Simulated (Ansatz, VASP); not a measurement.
## Two plane-wave programs on Na

Contents of INCAR:

```
SYSTEM = Na
PREC = Accurate
ENCUT = 520
EDIFF = 1E-6
ISMEAR = 0
SIGMA = 0.15
LREAL = .FALSE.
LASPH = .TRUE.
NELM = 60
ALGO = Fast
ISIF = 2
LWAVE = .FALSE.
LCHARG = .FALSE.
GGA = PS
NBANDS = 10
```

KPOINTS

```
regular mesh
0
G
  16 16 16
  0 0 0
```

POSCAR

```
Na
1.0
   -1.9257000000      1.9257000000      2.5685500000
    1.9257000000     -1.9257000000      2.5685500000
    1.9257000000      1.9257000000     -2.5685500000
Na
1
Direct
    0.0000000000      0.0000000000      0.0000000000
```

Input for Ansatz:

```yaml
crystal:
  lattice:
    - [-1.9257, 1.9257, 2.56855]
    - [1.9257, -1.9257, 2.56855]
    - [1.9257, 1.9257, -2.56855]
  atoms:
    - { symbol: Na, position: [0.0, 0.0, 0.0] }
basis:
  ecutwfc: 520.0
kpoints:
  mp_grid: { grid: [16, 16, 16] }
hamiltonian:
  xc: pbesol
scf:
  occupations: { method: gaussian, width: 0.15 }
output:
  forces: true
  stress: true
  eigenvalues: true
```

Alike in both runs: task single point; functional PBEsol; k mesh 16 × 16 × 16; occupations gaussian, width 0.15 eV; no spin polarisation.

|  | VASP | Ansatz |
| --- | --- | --- |
| version | VASP 6.6.1 | Ansatz 0.2.0 |
| potentials or method | VASP PAW PBE potentials, release 64 (Na_pv), cutoff 520 eV | scalar-relativistic, plane waves, PAW |
| valence electrons in the cell | 7 | 9 |

|  | VASP | Ansatz | Ansatz less VASP |
| --- | --- | --- | --- |
| gap on the k mesh at the Fermi level (eV) | none | none | - |
| pressure (GPa) | -0.3 | -0.3 | -0.07 |

VASP's potentials were made for PBE, not for PBEsol. A gap of «none» marks a metal or a gap that the smearing closes. VASP's potentials hold 7 valence electrons a cell and Ansatz's 9, so a difference there can come from the potentials and not from the codes.
